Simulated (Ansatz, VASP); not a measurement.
# One calculation of Sc3Te, two programs

```
CELL_PARAMETERS angstrom
0.00000 3.56950 3.56950
3.56950 0.00000 3.56950
3.56950 3.56950 0.00000
ATOMIC_POSITIONS crystal
Sc 0.25241 0.24580 0.25470
Sc 0.75545 0.74981 0.74811
Sc 0.49015 0.50047 0.50344
Te 0.00299 0.99755 0.98756
```

Change from the starting cell: atoms moved at random, drawn with an rms of 0.05 Å.

Alike in both runs: task single point; functional PBE; k mesh 7 × 7 × 7; occupations fermi-dirac, width 0.05 eV; no spin polarisation.

|  | VASP | Ansatz |
| --- | --- | --- |
| version | VASP 6.6.1 | Ansatz 0.2.0 |
| potentials or method | VASP PAW PBE potentials, release 64 (Sc_sv, Te) | Ansatz PAW |
| plane-wave cutoff (eV) | 500 | 420 |
| valence electrons in the cell | 39 | 49 |

|  | VASP | Ansatz | Ansatz less VASP |
| --- | --- | --- | --- |
| gap on the k mesh at the Fermi level (eV) | none | none | - |
| pressure (GPa) | 0.2 | 0.2 | -0.06 |
| traceless stress, the component that is largest in VASP (GPa) | 0.06 | 0.06 | -0.001 |
| rms of the force components (eV/Å) | 0.105 | 0.105 | -0.0009 |

Atom by atom the forces differ by 0.001 eV/Å (rms over components). A gap of «none» marks a metal or a gap that the smearing closes. The functional is the same, so the differences come from potentials, cutoffs and numerics. VASP's potentials hold 39 valence electrons a cell and Ansatz's 49, so a difference there can come from the potentials and not from the codes.

Spin-orbit coupling is off throughout.
